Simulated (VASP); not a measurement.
Write the native input for VASP 6.6.1 that does the following.

| Item | Value |
| --- | --- |
| Task | relaxation of cell and atoms |
| Functional | RPBE |
| Potentials or basis | VASP PAW PBE potentials, release 64 (Te, Sn_d) |
| Cutoff | 600 eV |
| k mesh | 7 × 7 × 7 |
| Occupations | fermi-dirac, width 0.05 eV |
| Spin | no spin polarisation |
| Dipole correction | no |
| Further INCAR settings | ALGO = Normal; EDIFF = 1e-06; IBRION = 2; EDIFFG = -0.02; NSW = 80; ISIF = 3 |

The structure of SnTe lies in POSCAR:

```
SnTe
1.0
    0.0000000000      3.1508500000      3.1508500000
    3.1508500000      0.0000000000      3.1508500000
    3.1508500000      3.1508500000      0.0000000000
Te Sn
1 1
Direct
    0.5000000000      0.5000000000      0.5000000000
    0.0000000000      0.0000000000      0.0000000000
```

The input as run:

INCAR

```
SYSTEM = SnTe
  PREC = Accurate
  ENCUT = 600
  EDIFF = 1E-6
  ISMEAR = -1
  SIGMA = 0.05
  LREAL = .FALSE.
  LASPH = .TRUE.
  NELM = 80
  ALGO = Normal
  ISIF = 3
  LWAVE = .FALSE.
  LCHARG = .FALSE.
  GGA = RP
  IBRION = 2
  NSW = 80
  EDIFFG = -0.02
```

KPOINTS

```
Automatic mesh
0
G
  7 7 7
  0 0 0
```

Potentials or basis: VASP PAW PBE potentials, release 64 (Te, Sn_d).

Command:

```bash
$ cat potpaw_PBE.64/Te/POTCAR potpaw_PBE.64/Sn_d/POTCAR > POTCAR
$ mpirun -np 1 vasp_std > vasp.out
```

It gave:

| Item | Value |
| --- | --- |
| Relaxed volume | 34.01 Å³/atom |
| Relaxed cell | a = 4.582 Å, b = 4.582 Å, c = 4.582 Å, α = 60.00°, β = 60.00°, γ = 60.00° |
| Space group after relaxing (to 0.1 Å) | Fm-3m (No. 225) |
| Energy gained by relaxing | 28.9 meV/atom |
| Ionic steps | 3 |
| Pressure after relaxing | 0.0 GPa |

Caveat: the PAW data sets were made with another functional, which shifts forces and pressure a little.

Wall time 69 s on 1 thread of Intel Xeon 8259CL (shared host), peak memory 0.23 GiB.
